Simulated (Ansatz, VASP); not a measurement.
# Two plane-wave programs on Cu

Contents of INCAR:

```
ALGO = Fast
EDIFF = 1E-7
ENCUT = 520
GGA = PE
ISIF = 2
ISMEAR = 0
LASPH = T
LCHARG = F
LREAL = F
LWAVE = F
NBANDS = 12
NELM = 100
PREC = Accurate
SIGMA = 0.15
```

KPOINTS

```
k-points
0
Gamma
  22 22 22
```

Contents of POSCAR:

```
Cu
1.0
   -1.5223500000      1.5223500000      1.4511000000
    1.5223500000     -1.5223500000      1.4511000000
    1.5223500000      1.5223500000     -1.4511000000
Cu
1
Direct
    0.0000000000      0.0000000000      0.0000000000
```

Input for Ansatz:

```yaml
crystal:
  lattice:
    - [-1.52235, 1.52235, 1.4511]
    - [1.52235, -1.52235, 1.4511]
    - [1.52235, 1.52235, -1.4511]
  atoms:
    - { symbol: Cu, position: [0.0, 0.0, 0.0] }
basis:
  ecutwfc: 520.0
kpoints:
  mp_grid: { grid: [22, 22, 22] }
hamiltonian:
  xc: pbe
  pseudopotentials: { kind: paw, azcp: { folder: soft_1 } }
scf:
  occupations: { method: gaussian, width: 0.15 }
output:
  forces: true
  stress: true
  eigenvalues: true
  write_density: true
  write_potential: true
  elf: true
  volumetric_format: npy
```

Alike in both runs: task single point; functional PBE; k mesh 22 × 22 × 22; occupations gaussian, width 0.15 eV; no spin polarisation.

|  | VASP | Ansatz |
| --- | --- | --- |
| version | VASP 6.6.1 | Ansatz 0.2.0 |
| potentials or method | VASP PAW PBE potentials, release 64 (Cu), cutoff 520 eV | scalar-relativistic, plane waves, PAW |
| valence electrons in the cell | 11 | 19 |

|  | VASP | Ansatz | Ansatz less VASP |
| --- | --- | --- | --- |
| gap on the k mesh at the Fermi level (eV) | none | none | - |
| pressure (GPa) | -11.3 | -11.8 | -0.53 |
| traceless stress, the component that is largest in VASP (GPa) | -0.39 | -0.38 | +0.013 |

A gap of «none» marks a metal or a gap that the smearing closes. VASP's potentials hold 11 valence electrons a cell and Ansatz's 19, so a difference there can come from the potentials and not from the codes.
